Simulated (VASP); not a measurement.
Here is a VASP 6.6.1 calculation.

The input INCAR:

```
SYSTEM = GaN
PREC = Accurate
ENCUT = 520
EDIFF = 1E-8
ISMEAR = -1
SIGMA = 0.02
LREAL = .False.
LASPH = .True.
NELM = 60
ALGO = Normal
ISIF = 2
LWAVE = .False.
LCHARG = .False.
GGA = PS
LEFG = .True.
NBANDS = 16
```

KPOINTS

```
regular mesh
0
Gamma
  13 13 13
  0 0 0
```

File POSCAR:

```
GaN
1.0
    0.0000000000      2.0522750000      1.9925000000
    2.0522750000      0.0000000000      1.9925000000
    2.0522750000      2.0522750000      0.0000000000
Ga N
1 1
Direct
    0.5000000000      0.5000000000      0.5000000000
    0.0000000000      0.0000000000      0.0000000000
```

Potentials or basis: VASP PAW PBE potentials, release 64 (Ga_d, N).

The run is started by

```bash
$ cat potpaw_PBE.64/Ga_d/POTCAR potpaw_PBE.64/N/POTCAR > POTCAR
$ mpirun -np 1 vasp_std > vasp.out
```

Task: Predict the band gap on the k mesh.

Result: 1.16 eV, indirect (least direct gap 4.25 eV).

Task: Predict the pressure.

Result: 34.9 GPa.

Electric field gradients, principal values (V/Å²):
```csv
atom,least,middle,greatest (by size)
1 Ga,14.111,14.112,-28.223
2 N,-0.629,-0.629,1.258
```

Caveat: the cell differs from its parent crystal (equal xx and yy strain of +3 %); without QUAD_EFG the Cq values of the log hold for a quadrupole moment of 1 mb, not for the nuclei; the PAW data sets were made with another functional, which shifts forces and pressure a little. A k mesh can miss the band edges.
